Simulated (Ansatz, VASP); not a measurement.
This is a calculation of MnS for Ansatz 0.2.0.

input.yaml

```yaml
crystal:
  lattice:
    - [0.0, 2.6045, 2.6045]
    - [2.6045, 0.0, 2.6045]
    - [2.6045, 2.6045, 0.0]
  atoms:
    - { symbol: Mn, position: [0.0, 0.0, 0.0], spin: 1.0 }
    - { symbol: S, position: [0.5, 0.5, 0.5] }
hamiltonian:
  xc: pbesol
  pseudopotentials: { kind: paw }
magnetization:
  spin_polarized: true
  initial_magnetization: 1.0
  spin_locking: { lock_magnetization: hard }
kpoints:
  mp_grid: { grid: [7, 7, 7] }
scf:
  occupations: { method: fermi_dirac, width: 0.05 }
  lower_state_search: "off"
output:
  forces: true
  stress: true
  eigenvalues: true
```

Potentials or basis: Ansatz PAW.

Run with:

```console
$ ansatz run input.yaml --threads 2 --pin off --max-ram 5632MiB --backend cpu --events-out ev --progress --plain --runs-dir out
```

Task: Translate it to VASP 6.6.1. Potentials there: VASP PAW PBE potentials, release 64 (Mn_sv, S).

Result: As run (the cutoff follows the program's own potentials):

File INCAR:

```
  PREC = Accurate
  ENCUT = 600
  EDIFF = 1E-6
  ISMEAR = -1
  SIGMA = 0.05
  LREAL = F
  LASPH = T
  NELM = 200
  ALGO = Normal
  ISIF = 2
  LWAVE = F
  LCHARG = T
  ISPIN = 2
  MAGMOM = 1 0
  LORBIT = 11
  NUPDOWN = 1.0
  LMAXMIX = 4
  GGA = PS
  LELF = T
  LVHAR = T
  NBANDS = 22
  GGA_COMPAT = F
```

File KPOINTS:

```
Automatic mesh
0
Gamma
  7 7 7
```

The input POSCAR:

```
MnS
1.0
    0.0000000000      2.6045000000      2.6045000000
    2.6045000000      0.0000000000      2.6045000000
    2.6045000000      2.6045000000      0.0000000000
Mn S
1 1
Direct
    0.0000000000      0.0000000000      0.0000000000
    0.5000000000      0.5000000000      0.5000000000
```

Potentials or basis: VASP PAW PBE potentials, release 64 (Mn_sv, S).

The run is started by

```sh
$ cat potpaw_PBE.64/Mn_sv/POTCAR potpaw_PBE.64/S/POTCAR > POTCAR
$ mpirun -np 1 vasp_std > vasp.out
```

Both were run:

|  | VASP | Ansatz | Ansatz less VASP |
| --- | --- | --- | --- |
| pressure (GPa) | -24.5 | -23.9 | +0.65 |
| net moment per atom (μB) | 0.50 | 0.50 | 0.000 |
| size of the moment on the site where the two differ most (μB) | 1.00 | 1.03 | +0.034 |

VASP's potentials were made for PBE, not for PBEsol. Site moments also hang on the region over which each program counts them.
